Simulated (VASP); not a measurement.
Input of a VASP 6.6.1 run:

Contents of INCAR:

```
PREC     = Accurate       # precision mode
ENCUT    = 520            # plane-wave cutoff, eV
EDIFF    = 1E-6           # SCF threshold, eV
ISMEAR   = -1             # smearing method
SIGMA    = 0.05           # smearing width, eV
LREAL    = F              # projectors in reciprocal space
LASPH    = T              # aspherical terms in the spheres
NELM     = 100            # most SCF steps
ALGO     = Normal         # electronic algorithm
ISIF     = 2              # what is computed and relaxed
LWAVE    = F              # write WAVECAR
LCHARG   = F              # write CHGCAR
NBANDS   = 12             # bands
```

The input KPOINTS:

```
Automatic mesh
0
Gamma
  13 13 13
```

Contents of POSCAR:

```
As
1.0
    1.8340390190      1.0316186607      3.4561197669
   -1.9254598960      1.0692136499      3.4937147560
   -0.0131522229     -2.2054054106      3.5074754771
As
2
Direct
    0.2275400000      0.2275400000      0.2275400000
    0.7724600000      0.7724600000      0.7724600000
```

Potentials or basis: VASP PAW LDA potentials, release 64 (As).

Command:

```bash
$ cat potpaw_LDA.64/As/POTCAR > POTCAR
$ mpirun -np 1 vasp_std > vasp.out
```

(1) Predict the band gap on the k mesh.

(2) What does it give for the pressure?

Results:

(1) zero (band 5 reaches 5.82 eV, above the bottom of band 6 at 5.26 eV).

(2) -1.1 GPa.

Caveat: the cell differs from its parent crystal (equal xy, yz and zx shear strains of -2 %).
